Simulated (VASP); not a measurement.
# SiC (series) (F-43m) in VASP: further runs, part 2 of 2

VASP 6.6.1.

## Step 3: Single point, PBE

Contents of INCAR:

```
SYSTEM = SiC
PREC = Accurate ; ENCUT = 600
EDIFF = 1E-6 ; ISMEAR = 0
SIGMA = 0.02 ; LREAL = .False.
LASPH = .True. ; NELM = 120
ALGO = Normal ; ISIF = 2
LWAVE = .False. ; LCHARG = .False.
GGA = PE ; NBANDS = 11
GGA_COMPAT = .False.
```

Contents of KPOINTS:

```
Automatic mesh
0
Gamma
  10 10 10
  0 0 0
```

Contents of POSCAR:

```
SiC
1.0
    0.0000000000      2.1790000000      2.1790000000
    2.1790000000      0.0000000000      2.1790000000
    2.1790000000      2.1790000000      0.0000000000
Si C
1 1
Direct
    0.0000000000      0.0000000000      0.0000000000
    0.2500000000      0.2500000000      0.2500000000
```

Potentials or basis: VASP PAW PBE potentials, release 64 (Si, C).

Command:

```console
cat potpaw_PBE.64/Si/POTCAR potpaw_PBE.64/C/POTCAR > POTCAR
mpirun -np 1 vasp_std > vasp.out
```

Wall time 16 s (1 thread of AMD EPYC 7R43 (Zen 3), shared host); peak memory 0.12 GiB.

The run converged. Its results:

| Item | Value |
| --- | --- |
| Free energy | -15.0591 eV |
| Pressure | 3.1 GPa |
| Band gap on the k mesh | 1.36 eV, indirect (least direct gap 4.54 eV) |

Levels at points of the mesh, in eV from the valence-band top:
```tsv
k point	band 1	band 2	band 3	band 4	band 5	band 6	band 7	band 8
(0.00, 0.00, 0.00)	-15.40	0.00	0.00	0.00	6.23	7.31	7.31	7.31
(0.50, 0.00, 0.00)	-11.84	-8.53	-1.05	-1.05	5.43	7.23	7.23	10.05
(0.50, 0.50, 0.00)	-10.39	-7.79	-3.18	-3.18	1.36	4.32	14.03	14.03
```

## Step 4: Single point, PBE

Contents of INCAR:

```
PREC     = Accurate       # precision mode
ENCUT    = 600            # plane-wave cutoff, eV
EDIFF    = 1E-6           # SCF threshold, eV
ISMEAR   = 0              # smearing method
SIGMA    = 0.02           # smearing width, eV
LREAL    = False          # projectors in reciprocal space
LASPH    = True           # aspherical terms in the spheres
NELM     = 120            # most SCF steps
ALGO     = Normal         # electronic algorithm
ISIF     = 2              # what is computed and relaxed
LWAVE    = False          # write WAVECAR
LCHARG   = False          # write CHGCAR
GGA      = PE             # functional
NBANDS   = 11             # bands
GGA_COMPAT= False
```

Contents of KPOINTS:

```
regular mesh
0
Gamma
  14 14 14
```

POSCAR is that of step 3.

Command:

```console
cat potpaw_PBE.64/Si/POTCAR potpaw_PBE.64/C/POTCAR > POTCAR
mpirun -np 1 vasp_std > vasp.out
```

Run time: 32 s. Hardware: 1 thread of AMD EPYC 7R43 (Zen 3), shared host; peak memory 0.13 GiB.

The run converged. Its results:

* Free energy: -15.0593 eV
* Pressure: 3.1 GPa
* Band gap on the k mesh: 1.36 eV, indirect (least direct gap 4.54 eV)

Levels at points of the mesh, in eV from the valence-band top:
| k point | band 1 | band 2 | band 3 | band 4 | band 5 | band 6 | band 7 | band 8 |
| --- | --- | --- | --- | --- | --- | --- | --- | --- |
| (0.00, 0.00, 0.00) | -15.40 | 0.00 | 0.00 | 0.00 | 6.23 | 7.31 | 7.31 | 7.31 |
| (0.50, 0.00, 0.00) | -11.84 | -8.53 | -1.05 | -1.05 | 5.43 | 7.23 | 7.23 | 10.05 |
| (0.50, 0.50, 0.00) | -10.39 | -7.79 | -3.18 | -3.18 | 1.36 | 4.32 | 14.03 | 14.03 |

A k mesh can miss the band edges.

## Step 5: Single point, PBE

Contents of INCAR:

```
SYSTEM = SiC
  PREC = Accurate
  ENCUT = 600
  EDIFF = 1E-6
  ISMEAR = 0
  SIGMA = 0.02
  LREAL = .False.
  LASPH = .True.
  NELM = 120
  ALGO = Normal
  ISIF = 2
  LWAVE = .False.
  LCHARG = .True.
  GGA = PE
  LELF = .True.
  LVHAR = .True.
  NBANDS = 11
  GGA_COMPAT = .False.
```

Contents of KPOINTS:

```
Automatic mesh
0
Gamma
  18 18 18
  0 0 0
```

POSCAR is that of step 4.

Potentials or basis: VASP PAW PBE potentials, release 64 (Si, C).

Command:

```console
cat potpaw_PBE.64/Si/POTCAR potpaw_PBE.64/C/POTCAR > POTCAR
mpirun -np 1 vasp_std > vasp.out
```

OUTCAR:

```text
SYSTEM = SiC
   PREC = Accurate
   ENCUT = 600
   EDIFF = 1E-6
   ISMEAR = 0
   LREAL = .False.
   LASPH = .True.
   NELM = 120
   ISIF = 2
   GGA = PE

 ion  position               nearest neighbor table
   1  0.000  0.000  0.000-   2 1.89   2 1.89   2 1.89   2 1.89
   2  0.250  0.250  0.250-   1 1.89   1 1.89   1 1.89   1 1.89

  LATTYP: Found a face centered cubic cell.
 ALAT       =     4.3580000000

  Lattice vectors:

 A1 = (   0.0000000000,   2.1790000000,   2.1790000000)
 A2 = (   2.1790000000,   0.0000000000,   2.1790000000)
 A3 = (   2.1790000000,   2.1790000000,   0.0000000000)

Analysis of symmetry for initial positions (statically):
=====================================================================
 Subroutine PRICEL returns:
 Original cell was already a primitive cell.

 Routine SETGRP: Setting up the symmetry group for a
 face centered cubic supercell.

 Subroutine GETGRP returns: Found 24 space group operations
 (whereof 24 operations were pure point group operations)
 out of a pool of 48 trial point group operations.

The static configuration has the point symmetry T_d .

Analysis of symmetry for dynamics (positions and initial velocities):
[... 172 lines left out ...]
      4       8.1061      2.00000
      5      14.3395      0.00000
      6      15.4143      0.00000
      7      15.4143      0.00000
      8      15.4143      0.00000
      9      22.6136      0.00000
     10      22.6136      0.00000
     11      24.5872      0.00000
[... 309 lines left out ...]
 k-point    24 :      -0.2222    0.0556    0.0000
  band No.  band energies     occupation
      1      -6.1340      2.00000
      2       4.0460      2.00000
      3       7.0544      2.00000
      4       7.7070      2.00000
      5      14.3249      0.00000
      6      15.9081      0.00000
      7      16.0712      0.00000
      8      17.3363      0.00000
      9      20.3803      0.00000
     10      21.8484      0.00000
     11      23.8364      0.00000

 [... further k-points ...]

------------------------ aborting loop because EDIFF is reached ----------------------------------------

  FORCE on cell =-STRESS in cart. coord.  units (eV):
  Direction    XX          YY          ZZ          XY          YZ          ZX
  --------------------------------------------------------------------------------------
  -------------------------------------------------------------------------------------
  Total        0.3968811      0.3968811      0.3968811     -0.0000000      0.0000000     -0.0000000
  in kB       30.7304789     30.7304789     30.7304789     -0.0000000      0.0000000     -0.0000000
  external PRESSURE =      30.7304789 kB  Pullay stress =       0.0000000 kB

 VOLUME and BASIS-vectors are now :
 -----------------------------------------------------------------------------
  energy-cutoff  :      600.00
  volume of cell :       20.69
      direct lattice vectors                 reciprocal lattice vectors
     0.000000000  2.179000000  2.179000000    -0.229463056  0.229463056  0.229463056
     2.179000000  0.000000000  2.179000000     0.229463056 -0.229463056  0.229463056
     2.179000000  2.179000000  0.000000000     0.229463056  0.229463056 -0.229463056

 POSITION                                       TOTAL-FORCE (eV/Angst)
 -----------------------------------------------------------------------------------
      0.00000      0.00000      0.00000         0.000000      0.000000      0.000000
      1.08950      1.08950      1.08950        -0.000000     -0.000000     -0.000000
 -----------------------------------------------------------------------------------
    total drift:                               -0.000000     -0.000000     -0.000000

  FREE ENERGIE OF THE ION-ELECTRON SYSTEM (eV)
  ---------------------------------------------------
  free  energy   TOTEN  =       -15.0592682756 eV

  energy  without entropy=      -15.0592682756  energy(sigma->0) =      -15.05926828
```

Run time: 58 s. Hardware: 1 thread of AMD EPYC 7R43 (Zen 3), shared host; peak memory 0.15 GiB.

Results:

```yaml
Free_energy: -15.0593 eV
Pressure: 3.1 GPa
Band_gap_on_the_k_mesh: 1.36 eV, indirect (least direct gap 4.54 eV)
```

Levels at points of the mesh, in eV from the valence-band top:
```tsv
k point	band 2	band 3	band 4	band 5	band 6	band 7
(0.00, 0.00, 0.00)	0.00	0.00	0.00	6.23	7.31	7.31
(0.50, 0.00, 0.00)	-8.53	-1.05	-1.05	5.43	7.23	7.23
(0.50, 0.50, 0.00)	-7.79	-3.18	-3.18	1.36	4.32	14.03
```

## Step 6: The runs side by side

| k mesh | gap on the mesh (eV) | pressure (GPa) |
| --- | --- | --- |
| 8 × 8 × 8 | 1.36 | 3.1 |
| 10 × 10 × 10 | 1.36 | 3.1 |
| 14 × 14 × 14 | 1.36 | 3.1 |
| 18 × 18 × 18 | 1.36 | 3.1 |

Alike in all rows: task single point; level PBE; potentials or basis VASP PAW PBE potentials, release 64 (Si, C); no spin polarisation; cell as given; cutoff (eV) 600; smearing gaussian 0.02 eV.

On the cell as given the gap runs from 1.36 eV (PBE) to 1.36 eV (PBE); the meshes differ, which moves gaps too.

Absolute energies hang on the potentials; compare differences alone.
